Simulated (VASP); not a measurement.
# Ti (Fm-3m) in VASP: a series of runs

The runs below take Ti through single point, relaxation of cell and atoms, with PBEsol.

All numbers are computed with VASP 6.6.1; they aren't measurements. Logs are shortened: lines on timing, memory, paths and dates and some standing lists are left out, and cuts for length are marked.

**1. The cell of the first run**

Symmetry: Fm-3m, No. 225, cubic system. Conventional cell: a = 4.055 Å, b = 4.055 Å, c = 4.055 Å, α = 90.00°, β = 90.00°, γ = 90.00°. Within 3.8 Å of Ti (site symmetry m-3m) lie 12 Ti at 2.87 Å.

**2. Single point, PBEsol**

Input file INCAR:

```
  ALGO = Fast
  EDIFF = 1E-6
  ENCUT = 520
  GGA = PS
  ISIF = 2
  ISMEAR = 0
  LASPH = T
  LCHARG = F
  LREAL = F
  LWAVE = F
  NBANDS = 12
  NELM = 60
  PREC = Accurate
  SIGMA = 0.1
```

Input file KPOINTS:

```
k-points
0
Gamma
  18 18 18
```

Input file POSCAR:

```
Ti
1.0
    0.0000000000      2.0277193568      2.0277193568
    2.0277193568      0.0000000000      2.0277193568
    2.0277193568      2.0277193568      0.0000000000
Ti
1
Direct
    0.0000000000      0.0000000000      0.0000000000
```

Potentials or basis: VASP PAW PBE potentials, release 64 (Ti_sv).

On the command line:

```console
$ cat potpaw_PBE.64/Ti_sv/POTCAR > POTCAR
$ mpirun -np 1 vasp_std > vasp.out
```

OUTCAR:

```text
EDIFF = 1E-6
   ENCUT = 520
   GGA = PS
   ISIF = 2
   ISMEAR = 0
   LASPH = T
   LREAL = F
   NELM = 60
   PREC = Accurate

 ion  position               nearest neighbor table
   1  0.000  0.000  0.000-

  LATTYP: Found a face centered cubic cell.
 ALAT       =     4.0554387136

  Lattice vectors:

 A1 = (   0.0000000000,   2.0277193568,   2.0277193568)
 A2 = (   2.0277193568,   0.0000000000,   2.0277193568)
 A3 = (   2.0277193568,   2.0277193568,   0.0000000000)

Analysis of symmetry for initial positions (statically):
=====================================================================
 Subroutine PRICEL returns:
 Original cell was already a primitive cell.

 Routine SETGRP: Setting up the symmetry group for a
 face centered cubic supercell.

 Subroutine GETGRP returns: Found 48 space group operations
 (whereof 48 operations were pure point group operations)
 out of a pool of 48 trial point group operations.

The static configuration has the point symmetry O_h .

Analysis of symmetry for dynamics (positions and initial velocities):
=====================================================================
 Subroutine PRICEL returns:
 Original cell was already a primitive cell.

 Routine SETGRP: Setting up the symmetry group for a
 face centered cubic supercell.

 Subroutine GETGRP returns: Found 48 space group operations
 (whereof 48 operations were pure point group operations)
 out of a pool of 48 trial point group operations.

The dynamic configuration has the point symmetry O_h .

 Subroutine INISYM returns: Found 48 space group operations
 (whereof 48 operations are pure point group operations),
 and found     1 'primitive' translations

----------------------------------------------------------------------------------------

                                     Primitive cell

  volume of cell :      16.6745

  direct lattice vectors                    reciprocal lattice vectors
     0.000000000  2.027719357  2.027719357    -0.246582447  0.246582447  0.246582447
     2.027719357  0.000000000  2.027719357     0.246582447 -0.246582447  0.246582447
     2.027719357  2.027719357  0.000000000     0.246582447  0.246582447 -0.246582447

  length of vectors
     2.867628215  2.867628215  2.867628215     0.427093326  0.427093326  0.427093326

  position of ions in fractional coordinates (direct lattice)
     0.000000000  0.000000000  0.000000000

  ion indices of the primitive-cell ions
   primitive index   ion index
                 1           1

----------------------------------------------------------------------------------------

 KPOINTS: k-points

Automatic generation of k-mesh.
 Grid dimensions read from file:
 generate k-points for:   18   18   18

 Generating k-lattice:

  Cartesian coordinates                     Fractional coordinates (reciprocal lattice)
    -0.013699025  0.013699025  0.013699025     0.055555556  0.000000000  0.000000000
     0.013699025 -0.013699025  0.013699025     0.000000000  0.055555556  0.000000000
     0.013699025  0.013699025 -0.013699025     0.000000000  0.000000000  0.055555556

  Length of vectors
     0.023727407  0.023727407  0.023727407

  Shift w.r.t. Gamma in fractional coordinates (k-lattice)
     0.000000000  0.000000000  0.000000000

 Subroutine IBZKPT returns following result:
 ===========================================

 Found    195 irreducible k-points:

 Following reciprocal coordinates:
            Coordinates               Weight
  0.000000  0.000000  0.000000      1.000000
  0.055556  0.000000  0.000000      8.000000
  0.111111  0.000000  0.000000      8.000000
  0.166667  0.000000  0.000000      8.000000
  0.222222  0.000000  0.000000      8.000000
  0.277778  0.000000  0.000000      8.000000
[... 16 lines left out ...]
 -0.277778  0.055556  0.000000     24.000000
 -0.222222  0.055556  0.000000     24.000000
 [... further k-points ...]
   k-points           NKPTS =    195   k-points in BZ     NKDIM =    195   number of bands    NBANDS=     12
   number of dos      NEDOS =    301   number of ions     NIONS =      1
   total plane-waves  NPLWV =  13824
   dimension x,y,z NGX =    24 NGY =   24 NGZ =   24
   dimension x,y,z NGXF=    48 NGYF=   48 NGZF=   48
   ions per type =               1
   NGX,Y,Z   is equivalent  to a cutoff of  13.91, 13.91, 13.91 a.u.
   NGXF,Y,Z  is equivalent  to a cutoff of  27.83, 27.83, 27.83 a.u.
 SYSTEM =  unknown system
   PREC   = accura    normal or accurate (medium, high low for compatibility)
   ISTART =      0    job   : 0-new  1-cont  2-samecut
   ICHARG =      2    charge: 1-file 2-atom 10-const
   ISPIN  =      1    spin polarized calculation?
   LNONCOLLINEAR =      F non collinear calculations
   LSORBIT =      F    spin-orbit coupling
   LASPH  =      T    aspherical Exc in radial PAW
   ENCUT  =  520.0 eV  38.22 Ry    6.18 a.u.   5.33  5.33  5.33*2*pi/ulx,y,z
   NELM   =     60;   NELMIN=  2; NELMDL= -5     # of ELM steps
   EDIFF  = 0.1E-05   stopping-criterion for ELM
   LREAL  =      F    real-space projection
   EDIFFG = 0.1E-04   stopping-criterion for IOM
   NSW    =      0    number of steps for IOM
   IBRION =     -1    ionic relax: 0-MD 1-quasi-New 2-CG
   NFREE  =      0    steps in history (QN), initial steepest desc. (CG)
   ISIF   =      2    stress and relaxation
   ISYM   =      2    0-nonsym 1-usesym 2-fastsym
   POTIM  = 0.5000    time-step for ionic-motion
   TEBEG  =    0.0;   TEEND  =   0.0 temperature during run
   PSTRESS=    0.0 pullay stress
   NELECT =      12.0000    total number of electrons
   NUPDOWN=      -1.0000    fix difference up-down
   EMIN   =  10.00;   EMAX   =-10.00  energy-range for DOS
   EFERMI =   0.00;   METHOD = LEGACY
   ISMEAR =     0;   SIGMA  =   0.10  broadening in eV -4-tet -1-fermi 0-gaus
   EFERMI_NEDOS =   21; number of points for ismear=-14 and -15
   IALGO  =     68    algorithm
   IMIX   =      4    mixing-type and parameters
     AMIX     =   0.40;   BMIX     =  1.00
     AMIX_MAG =   1.60;   BMIX_MAG =  1.00
  volume/ion in A,a.u.               =      16.67       112.53
  Fermi-wavevector in a.u.,A,eV,Ry     =   1.467070  2.772360 29.283729  2.152293
  Thomas-Fermi vector in A             =   2.582732
   LORBIT       =      0    0 simple, 1 ext, 2 COOP (PROOUT), +10 PAW based schemes
   GGA     = PS    functional components
   LHFCALC =     F    Hartree Fock is set to
   AEXX    =    0.0000 exact exchange contribution
   IVDW    =     0    specifies the selected vdW correction
   LEPSILON=     F    determine dielectric tensor
   LRPA    =     F    only Hartree local field effects (RPA)
 non-spin polarized calculation
 RMM-DIIS sequential band-by-band and
 Gauss-broadening in eV      SIGMA  =   0.10
  energy-cutoff  :      520.00
  volume of cell :       16.67
 maximum number of plane-waves:       464
 NGX is ok and might be reduce to    24
   NGX = 11   NGY = 11   NGZ = 11

 number of electron      12.0000001 magnetization

 Free energy of the ion-electron system (eV)
  ---------------------------------------------------
  ext. energy  EPLUGINS =         0.00000000
  ---------------------------------------------------
  free energy    TOTEN  =        -8.28747416 eV

  energy without entropy =       -8.27897154  energy(sigma->0) =       -8.28322285

 E-fermi :   8.5338     XC(G=0): -11.8321

 val. band max:        8.5318311194   @ k =  -0.3333   0.3333   0.1111
 cond. band min:       8.5365083128   @ k =  -0.3333   0.0556   0.0000
 fundamental gap:      0.0046771934
 Fermi energy:         8.5338408775

 k-point     1 :       0.0000    0.0000    0.0000
  band No.  band energies     occupation
      1     -47.8776      2.00000
      2     -23.7806      2.00000
      3     -23.7806      2.00000
      4     -23.7806      2.00000
      5       2.3390      2.00000
      6       9.4331      0.00000
      7       9.4331      0.00000
      8       9.4331      0.00000
      9      11.1504      0.00000
     10      11.1504      0.00000
     11      24.0260      0.00000
     12      28.6589      0.00000

 k-point     2 :       0.0556    0.0000    0.0000
  band No.  band energies     occupation
      1     -47.8733      2.00000
      2     -23.8049      2.00000
      3     -23.7836      2.00000
      4     -23.7836      2.00000
      5       2.4433      2.00000
      6       9.3670      0.00000
      7       9.4717      0.00000
      8       9.4717      0.00000
      9      11.1247      0.00000
     10      11.1247      0.00000
     11      24.1223      0.00000
     12      27.8295      0.00000

 k-point     3 :       0.1111    0.0000    0.0000
  band No.  band energies     occupation
      1     -47.8606      2.00000
      2     -23.8745      2.00000
      3     -23.7922      2.00000
      4     -23.7922      2.00000
      5       2.7486      2.00000
      6       9.1873      0.00000
      7       9.5722      0.00000
      8       9.5722      0.00000
      9      11.0670      0.00000
     10      11.0670      0.00000
     11      24.3130      0.00000
     12      26.3362      0.00000
[... 286 lines left out ...]
 k-point    23 :      -0.2778    0.0556    0.0000
  band No.  band energies     occupation
      1     -47.7809      2.00000
      2     -24.2843      2.00000
      3     -23.8702      2.00000
      4     -23.8367      2.00000
      5       4.8179      2.00000
      6       8.4690      1.64097
      7       9.5601      0.00000
      8       9.6739      0.00000
      9      11.2344      0.00000
     10      11.7553      0.00000
     11      20.6978      0.00000
     12      24.4281      0.00000

 k-point    24 :      -0.2222    0.0556    0.0000
  band No.  band energies     occupation
      1     -47.8060      2.00000
      2     -24.1553      2.00000
      3     -23.8525      2.00000
      4     -23.8192      2.00000
      5       4.1503      2.00000
      6       8.5842      0.47626
      7       9.6722      0.00000
      8       9.7771      0.00000
      9      10.9439      0.00000
     10      11.4570      0.00000
     11      22.2111      0.00000
     12      24.8079      0.00000

 [... further k-points ...]

------------------------ aborting loop because EDIFF is reached ----------------------------------------

  FORCE on cell =-STRESS in cart. coord.  units (eV):
  Direction    XX          YY          ZZ          XY          YZ          ZX
  --------------------------------------------------------------------------------------
  -------------------------------------------------------------------------------------
  Total       -0.0257597     -0.0257597     -0.0257597      0.0000000      0.0000000     -0.0000000
  in kB       -2.4751244     -2.4751244     -2.4751244      0.0000000      0.0000000     -0.0000000
  external PRESSURE =      -2.4751244 kB  Pullay stress =       0.0000000 kB

 VOLUME and BASIS-vectors are now :
 -----------------------------------------------------------------------------
  energy-cutoff  :      520.00
  volume of cell :       16.67
      direct lattice vectors                 reciprocal lattice vectors
     0.000000000  2.027719357  2.027719357    -0.246582447  0.246582447  0.246582447
     2.027719357  0.000000000  2.027719357     0.246582447 -0.246582447  0.246582447
     2.027719357  2.027719357  0.000000000     0.246582447  0.246582447 -0.246582447

 POSITION                                       TOTAL-FORCE (eV/Angst)
 -----------------------------------------------------------------------------------
      0.00000      0.00000      0.00000        -0.000000     -0.000000      0.000000
 -----------------------------------------------------------------------------------
    total drift:                               -0.000000      0.000000     -0.000000

  FREE ENERGIE OF THE ION-ELECTRON SYSTEM (eV)
  ---------------------------------------------------
  free  energy   TOTEN  =        -8.2874741641 eV

  energy  without entropy=       -8.2789715443  energy(sigma->0) =       -8.28322285
```

Run time: 23 s. Hardware: 1 thread of Intel Xeon 6975P-C (Granite Rapids), shared host; peak memory 0.15 GiB.

What came out:

| Quantity | Value |
| --- | --- |
| Free energy | -8.2875 eV |
| Pressure | -0.2 GPa |
| Band gap on the k mesh | zero (band 6 reaches 9.43 eV, above the bottom of band 7 at 8.08 eV) |

Caveat: the PAW data sets were made with another functional, which shifts forces and pressure a little.

**3. Relaxation of cell and atoms, PBEsol**

This run uses another cell than the first one, of 16.73 Å³/atom, 1.003 times its volume.

Input file INCAR:

```
ALGO = Fast ; EDIFF = 1E-7
EDIFFG = -0.005 ; ENCUT = 600
GGA = PS ; IBRION = 2
ISIF = 3 ; ISMEAR = 0
LASPH = True ; LCHARG = False
LREAL = False ; LWAVE = False
NELM = 80 ; NSW = 100
PREC = Accurate ; SIGMA = 0.1
```

KPOINTS is that of step 2.

Input file POSCAR:

```
Ti
1.0
    0.0000000000      2.0300000000      2.0300000000
    2.0300000000      0.0000000000      2.0300000000
    2.0300000000      2.0300000000      0.0000000000
Ti
1
Direct
    0.0000000000      0.0000000000      0.0000000000
```

Potentials or basis: VASP PAW PBE potentials, release 64 (Ti_sv).

On the command line:

```console
$ cat potpaw_PBE.64/Ti_sv/POTCAR > POTCAR
$ mpirun -np 1 vasp_std > vasp.out
```

Run time: 2.4 min. Hardware: 1 thread of Intel Xeon 6975P-C (Granite Rapids), shared host; peak memory 0.18 GiB.

It converged, with:

| Item | Value |
| --- | --- |
| Free energy | -8.2873 eV |
| Relaxed volume | 16.64 Å³/atom |
| Relaxed cell | a = 2.866 Å, b = 2.866 Å, c = 2.866 Å, α = 60.00°, β = 60.00°, γ = 60.00° |
| Space group after relaxing (to 0.05 Å) | Fm-3m (No. 225) |
| Energy gained by relaxing | 0.2 meV/atom |
| Ionic steps | 8 |
| Pressure after relaxing | 0.0 GPa |
| Band gap on the k mesh | zero (band 6 reaches 9.46 eV, above the bottom of band 7 at 8.10 eV) |

The path:
| step | energy change (eV) | largest force (eV/Å) | pressure (GPa) | volume (Å³) |
| --- | --- | --- | --- | --- |
| 1 | 0.0000 | 0.0000 | -0.70 | 16.73 |
| 2 | 0.0000 | 0.0000 | 0.55 | 16.56 |
| 3 | -0.0002 | 0.0000 | 0.21 | 16.64 |
| 4 | -0.0002 | 0.0000 | -0.16 | 16.66 |
| 5 | -0.0002 | 0.0000 | -0.13 | 16.65 |
| 6 | -0.0002 | 0.0000 | -0.08 | 16.65 |
| 7 | -0.0002 | 0.0000 | -0.06 | 16.64 |
| 8 | -0.0002 | 0.0000 | -0.04 | 16.64 |

Final structure:
```xyz
1
Lattice="0.0000 2.0264 2.0264 2.0264 0.0000 2.0264 2.0264 2.0264 0.0000" Properties=species:S:1:pos:R:3 pbc="T T T"
Ti    0.0000    0.0000    0.0000
```

Levels at points of the mesh, in eV from the Fermi level:
| k point | band 3 | band 4 | band 5 | band 6 | band 7 | band 8 | band 9 | band 10 |
| --- | --- | --- | --- | --- | --- | --- | --- | --- |
| (0.00, 0.00, 0.00) | -32.31 | -32.31 | -6.20 | 0.90 | 0.90 | 0.90 | 2.62 | 2.62 |
| (0.50, 0.00, 0.00) | -32.41 | -32.41 | -2.70 | 0.75 | 0.77 | 0.77 | 3.78 | 3.78 |
| (0.50, 0.50, 0.00) | -32.58 | -32.58 | -2.74 | -1.83 | 3.04 | 3.76 | 4.08 | 4.08 |

Caveat: the PAW data sets were made with another functional, which shifts forces and pressure a little.

**4. Single point, PBEsol**

This run uses another cell than the first one, of 16.73 Å³/atom, 1.003 times its volume.

Input file INCAR:

```
SYSTEM = Ti
ALGO = Normal
EDIFF = 1E-6
ENCUT = 500
GGA = PS
GGA_COMPAT = .FALSE.
ISIF = 2
ISMEAR = 0
LASPH = .TRUE.
LCHARG = .FALSE.
LREAL = .FALSE.
LWAVE = .FALSE.
NBANDS = 12
NELM = 120
PREC = Accurate
SIGMA = 0.1
```

Input file KPOINTS:

```
k-points
0
G
  8 8 8
  0 0 0
```

POSCAR is that of step 3.

On the command line:

```console
$ cat potpaw_PBE.64/Ti_sv/POTCAR > POTCAR
$ mpirun -np 1 vasp_std > vasp.out
```

Wall time 5.5 s (1 thread of Intel Xeon Platinum 8559C (Emerald Rapids), shared host); peak memory 0.14 GiB.

It converged, with:

| Quantity | Value |
| --- | --- |
| Free energy | -8.2824 eV |
| Pressure | -0.7 GPa |
| Band gap on the k mesh | zero (band 6 reaches 9.38 eV, above the bottom of band 7 at 8.10 eV) |

Levels at points of the mesh, in eV from the Fermi level:
```
           k point  band 3  band 4  band 5  band 6  band 7  band 8  band 9  band 10
(0.00, 0.00, 0.00)  -32.36  -32.36   -6.21    0.86    0.86    0.86    2.57     2.57
(0.50, 0.00, 0.00)  -32.46  -32.46   -2.71    0.72    0.73    0.73    3.72     3.72
(0.50, 0.50, 0.00)  -32.63  -32.63   -2.74   -1.85    2.99    3.70    4.02     4.02
```

Caveat: the PAW data sets were made with another functional, which shifts forces and pressure a little.

**5. The runs side by side**

```csv
task,cell,k mesh,cutoff (eV),gap on the mesh (eV),pressure (GPa)
single point,"a = 2.868 Å, angles 60.0°, 1 atom",18 × 18 × 18,520,none,-0.2
relaxation of cell and atoms,"relaxed from a = 2.871 Å, angles 60.0°, 1 atom",18 × 18 × 18,600,none,0.0
single point,"a = 2.871 Å, angles 60.0°, 1 atom",8 × 8 × 8,500,none,-0.7
```

Alike in all rows: level PBEsol; potentials or basis VASP PAW PBE potentials, release 64 (Ti_sv); no spin polarisation; smearing gaussian 0.1 eV.

Caveats: the PAW data sets were made with another functional, which shifts forces and pressure a little.

Absolute energies hang on the potentials; compare differences alone.
